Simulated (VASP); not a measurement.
Runs of VASP 6.6.1 on MnO2. The structure is trigonal, space group P-3m1 (No. 164). The conventional cell has a = 2.857 Å, b = 2.857 Å, c = 4.601 Å, α = 90.00°, β = 90.00°, γ = 120.00°. Within 2.5 Å of Mn (site symmetry -3m) lie 6 O at 1.90 Å. O (site symmetry 3m) has 3 Mn at 1.90 Å and 3 O at 2.51 Å within 2.6 Å. 

```csv
spin,fixed moment (μB),pressure (GPa),moment (μB),largest force (eV/Å)
"collinear, ferromagnetic start",1.2,-15.7,1.20,0.71
"collinear, zero start",0.0,-17.4,0.00,0.84
"collinear, ferromagnetic start",0.6,(a),0.60,0.73
"collinear, ferromagnetic start",1.8,(b),1.80,0.77
"collinear, ferromagnetic start",2.4,-11.4,2.40,0.74
```

Alike in all rows: task single point; level LDA; potentials or basis VASP PAW LDA potentials, release 64 (Mn_pv, O); cell as given; k mesh 11 × 11 × 6; cutoff (eV) 520; smearing fermi-dirac 0.03 eV.

**Question.** Fill in the values left out.

**Answer.** (a) -17.0; (b) -14.0.

Caveats: the cell stands under tension; the total moment is fixed, so each spin has its own Fermi level; a cell with one magnetic atom can't hold antiferromagnetic order, which such compounds often take (at least some runs).
